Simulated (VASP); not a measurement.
# Al (I4/mmm) in VASP: notebook

Al is run at these levels: PBEsol; tasks: single point.

All numbers are computed with VASP 6.6.1; they aren't measurements. Logs are shortened: lines on timing, memory, paths and dates and some standing lists are left out, and cuts for length are marked.

## 1. The cell of the first run

It takes space group I4/mmm (No. 139, tetragonal). Conventional cell: a = 3.304 Å, b = 3.304 Å, c = 3.037 Å, α = 90.00°, β = 90.00°, γ = 90.00°. Al (site symmetry 4/mmm) has 14 Al at 2.79 to 3.30 Å within 3.7 Å.

## 2. Single point, PBEsol

INCAR reads:

```
SYSTEM = Al
PREC = Accurate
ENCUT = 520
EDIFF = 1E-6
ISMEAR = 0
SIGMA = 0.15
LREAL = .FALSE.
LASPH = .TRUE.
NELM = 100
ALGO = Normal
ISIF = 2
LWAVE = .FALSE.
LCHARG = .FALSE.
GGA = PS
NBANDS = 8
```

KPOINTS reads:

```
regular mesh
0
G
  22 22 22
  0 0 0
```

POSCAR reads:

```
Al
1.0
    0.0000000000      2.3365142344      1.5187342523
    2.3365142344      0.0000000000      1.5187342523
    2.3365142344      2.3365142344      0.0000000000
Al
1
Direct
    0.0000000000      0.0000000000      0.0000000000
```

Potentials or basis: VASP PAW PBE potentials, release 64 (Al).

Started as:

```bash
$ cat potpaw_PBE.64/Al/POTCAR > POTCAR
$ mpirun -np 1 vasp_std > vasp.out
```

OUTCAR:

```text
SYSTEM = Al
   PREC = Accurate
   ENCUT = 520
   EDIFF = 1E-6
   ISMEAR = 0
   LREAL = .FALSE.
   LASPH = .TRUE.
   NELM = 100
   ISIF = 2
   GGA = PS

 ion  position               nearest neighbor table
   1  0.000  0.000  0.000-

  LATTYP: Found a body centered tetragonal cell.
 ALAT       =     3.3043301190
 C/A-ratio  =     0.9192388155

  Lattice vectors:

 A1 = (   0.0000000000,  -2.3365142344,  -1.5187342523)
 A2 = (   0.0000000000,   2.3365142344,  -1.5187342523)
 A3 = (   2.3365142344,   0.0000000000,   1.5187342523)

Analysis of symmetry for initial positions (statically):
=====================================================================
 Subroutine PRICEL returns:
 Original cell was already a primitive cell.

 Routine SETGRP: Setting up the symmetry group for a
 body centered tetragonal supercell.

 Subroutine GETGRP returns: Found 16 space group operations
 (whereof 16 operations were pure point group operations)
 out of a pool of 16 trial point group operations.

The static configuration has the point symmetry D_4h.

Analysis of symmetry for dynamics (positions and initial velocities):
=====================================================================
 Subroutine PRICEL returns:
 Original cell was already a primitive cell.

 Routine SETGRP: Setting up the symmetry group for a
 body centered tetragonal supercell.

 Subroutine GETGRP returns: Found 16 space group operations
 (whereof 16 operations were pure point group operations)
 out of a pool of 16 trial point group operations.

The dynamic configuration has the point symmetry D_4h.

 Subroutine INISYM returns: Found 16 space group operations
 (whereof 16 operations are pure point group operations),
 and found     1 'primitive' translations

----------------------------------------------------------------------------------------

                                     Primitive cell

  volume of cell :      16.5824

  direct lattice vectors                    reciprocal lattice vectors
     0.000000000  2.336514234  1.518734252    -0.213993988  0.213993988  0.329221521
     2.336514234  0.000000000  1.518734252     0.213993988 -0.213993988  0.329221521
     2.336514234  2.336514234  0.000000000     0.213993988  0.213993988 -0.329221521

  length of vectors
     2.786727919  2.786727919  3.304330119     0.447184150  0.447184150  0.447184150

  position of ions in fractional coordinates (direct lattice)
     0.000000000  0.000000000  0.000000000

  ion indices of the primitive-cell ions
   primitive index   ion index
                 1           1

[... 78 lines left out ...]
   ISYM   =      2    0-nonsym 1-usesym 2-fastsym
   POTIM  = 0.5000    time-step for ionic-motion
   TEBEG  =    0.0;   TEEND  =   0.0 temperature during run
   PSTRESS=    0.0 pullay stress
   NELECT =       3.0000    total number of electrons
   NUPDOWN=      -1.0000    fix difference up-down
   EMIN   =  10.00;   EMAX   =-10.00  energy-range for DOS
   EFERMI =   0.00;   METHOD = LEGACY
   ISMEAR =     0;   SIGMA  =   0.15  broadening in eV -4-tet -1-fermi 0-gaus
   EFERMI_NEDOS =   21; number of points for ismear=-14 and -15
   IALGO  =     38    algorithm
   IMIX   =      4    mixing-type and parameters
     AMIX     =   0.40;   BMIX     =  1.00
     AMIX_MAG =   1.60;   BMIX_MAG =  1.00
  volume/ion in A,a.u.               =      16.58       111.90
  Fermi-wavevector in a.u.,A,eV,Ry     =   0.925903  1.749704 11.664236  0.857297
  Thomas-Fermi vector in A             =   2.051808
   LORBIT       =      0    0 simple, 1 ext, 2 COOP (PROOUT), +10 PAW based schemes
   GGA     = PS    functional components
   LHFCALC =     F    Hartree Fock is set to
   AEXX    =    0.0000 exact exchange contribution
   IVDW    =     0    specifies the selected vdW correction
   LEPSILON=     F    determine dielectric tensor
   LRPA    =     F    only Hartree local field effects (RPA)
 non-spin polarized calculation
 Gauss-broadening in eV      SIGMA  =   0.15
  energy-cutoff  :      520.00
  volume of cell :       16.58
 maximum number of plane-waves:       466
 NGX is ok and might be reduce to    24

 number of electron       3.0000000 magnetization

 Free energy of the ion-electron system (eV)
  ---------------------------------------------------
  ext. energy  EPLUGINS =         0.00000000
  ---------------------------------------------------
  free energy    TOTEN  =        -4.00349786 eV

  energy without entropy =       -3.99863921  energy(sigma->0) =       -4.00106853

 E-fermi :   7.8811     XC(G=0): -10.2415

 val. band max:        7.8805582496   @ k =  -0.4091   0.1818   0.4091
 cond. band min:       7.8936950910   @ k =  -0.3636   0.3636   0.2273
 fundamental gap:      0.0131368414
 Fermi energy:         7.8811333546

 k-point     1 :       0.0000    0.0000    0.0000
  band No.  band energies     occupation
      1      -3.1948      2.00000
      2      19.8553      0.00000
      3      21.8893      0.00000
      4      21.8893      0.00000
      5      21.8916      0.00000
      6      21.8916      0.00000
      7      22.9413      0.00000
      8      23.2042      0.00000
[... 243 lines left out ...]
 k-point    24 :      -0.4545    0.0455    0.0000
  band No.  band energies     occupation
      1       2.7422      2.00000
      2       5.5915      2.00000
      3      14.3926      0.00000
      4      16.5994      0.00000
      5      16.9984      0.00000
      6      19.7398      0.00000
      7      27.7128      0.00000
      8      29.4497      0.00000

 [... further k-points ...]

------------------------ aborting loop because EDIFF is reached ----------------------------------------

  FORCE on cell =-STRESS in cart. coord.  units (eV):
  Direction    XX          YY          ZZ          XY          YZ          ZX
  --------------------------------------------------------------------------------------
  -------------------------------------------------------------------------------------
  Total        0.0717634      0.0717634     -0.1458122      0.0000000     -0.0000000      0.0000000
  in kB        6.9336945      6.9336945    -14.0882075      0.0000000     -0.0000000      0.0000000
  external PRESSURE =      -0.0736062 kB  Pullay stress =       0.0000000 kB

 VOLUME and BASIS-vectors are now :
 -----------------------------------------------------------------------------
  energy-cutoff  :      520.00
  volume of cell :       16.58
      direct lattice vectors                 reciprocal lattice vectors
     0.000000000  2.336514234  1.518734252    -0.213993988  0.213993988  0.329221521
     2.336514234  0.000000000  1.518734252     0.213993988 -0.213993988  0.329221521
     2.336514234  2.336514234  0.000000000     0.213993988  0.213993988 -0.329221521

 POSITION                                       TOTAL-FORCE (eV/Angst)
 -----------------------------------------------------------------------------------
      0.00000      0.00000      0.00000         0.000000      0.000000      0.000000
 -----------------------------------------------------------------------------------
    total drift:                                0.000000     -0.000000     -0.000000

  FREE ENERGIE OF THE ION-ELECTRON SYSTEM (eV)
  ---------------------------------------------------
  free  energy   TOTEN  =        -4.0034978573 eV

  energy  without entropy=       -3.9986392059  energy(sigma->0) =       -4.00106853
```

OSZICAR:

```text
N       E                     dE             d eps       ncg     rms          rms(c)
DAV:   1    -0.267327187902E+01   -0.26733E+01   -0.86929E+02 13384   0.205E+02
DAV:   2    -0.402571120113E+01   -0.13524E+01   -0.13106E+01 18696   0.185E+01
DAV:   3    -0.403255818899E+01   -0.68470E-02   -0.68412E-02 16624   0.146E+00
DAV:   4    -0.403257553029E+01   -0.17341E-04   -0.17340E-04 19744   0.657E-02
DAV:   5    -0.403257559551E+01   -0.65217E-07   -0.64812E-07 16800   0.266E-03    0.134E+00
DAV:   6    -0.401502964919E+01    0.17546E-01   -0.26902E-03 15328   0.207E-01    0.756E-01
DAV:   7    -0.400351566854E+01    0.11514E-01   -0.71405E-03 15688   0.326E-01    0.160E-01
DAV:   8    -0.400349853414E+01    0.17134E-04   -0.29116E-05 18352   0.364E-02    0.900E-03
DAV:   9    -0.400349785733E+01    0.67681E-06   -0.36057E-07 16872   0.283E-03
   1 F= -.40034979E+01 E0= -.40010685E+01  d E =-.485865E-02
```

Wall time 53 s (1 thread of Intel Xeon 6975P-C, shared host); peak memory 0.22 GiB.

What came out:

- Free energy: -4.0035 eV
- Pressure: 0.0 GPa

Levels at points of the mesh, in eV from the Fermi level:
```
           k point  band 1  band 2  band 3  band 4
(0.00, 0.00, 0.00)  -11.08   11.97   14.01   14.01
(0.50, 0.00, 0.00)   -4.13   -3.54    7.67    7.72
(0.50, 0.50, 0.00)    1.13    1.13    2.57    2.86
(0.50, 0.00, 0.50)   -4.54   -4.35    9.31    9.54
```

Caveat: the PAW data sets were made with another functional, which shifts forces and pressure a little.

## 3. Single point, PBEsol

This run uses another cell than the first one, of the same volume but with other edges.

INCAR reads:

```
PREC = Accurate
ENCUT = 520
EDIFF = 1E-7
ISMEAR = 0
SIGMA = 0.15
LREAL = False
LASPH = True
NELM = 100
ALGO = Fast
ISIF = 2
LWAVE = False
LCHARG = True
GGA = PS
LELF = True
LVHAR = True
NBANDS = 8
```

KPOINTS reads:

```
Automatic mesh
0
Gamma
  22 22 22
```

POSCAR reads:

```
Al
1.0
    0.0000000000      1.7681093890      2.6521640835
    1.7681093890      0.0000000000      2.6521640835
    1.7681093890      1.7681093890      0.0000000000
Al
1
Direct
    0.0000000000      0.0000000000      0.0000000000
```

Potentials or basis: VASP PAW PBE potentials, release 64 (Al).

Started as:

```bash
$ cat potpaw_PBE.64/Al/POTCAR > POTCAR
$ mpirun -np 1 vasp_std > vasp.out
```

Run time: 51 s. Hardware: 1 thread of Intel Xeon 6975P-C, shared host; peak memory 0.21 GiB.

It converged, with:

```
Free energy : -3.6678 eV
Pressure    : 10.9 GPa
```

Stress tensor (GPa, compression positive):
```
 22.29   0.00   0.00
  0.00  22.29   0.00
  0.00   0.00 -11.90
```

Levels at points of the mesh, in eV from the Fermi level:
| k point | band 1 | band 2 | band 3 | band 4 |
| --- | --- | --- | --- | --- |
| (0.00, 0.00, 0.00) | -10.95 | 8.52 | 8.93 | 11.18 |
| (0.50, 0.00, 0.00) | -4.20 | -3.64 | 5.47 | 6.42 |
| (0.50, 0.50, 0.00) | -6.39 | -5.15 | 8.74 | 11.37 |
| (0.50, 0.00, 0.50) | -0.50 | 1.39 | 3.10 | 5.66 |

Caveat: the PAW data sets were made with another functional, which shifts forces and pressure a little.
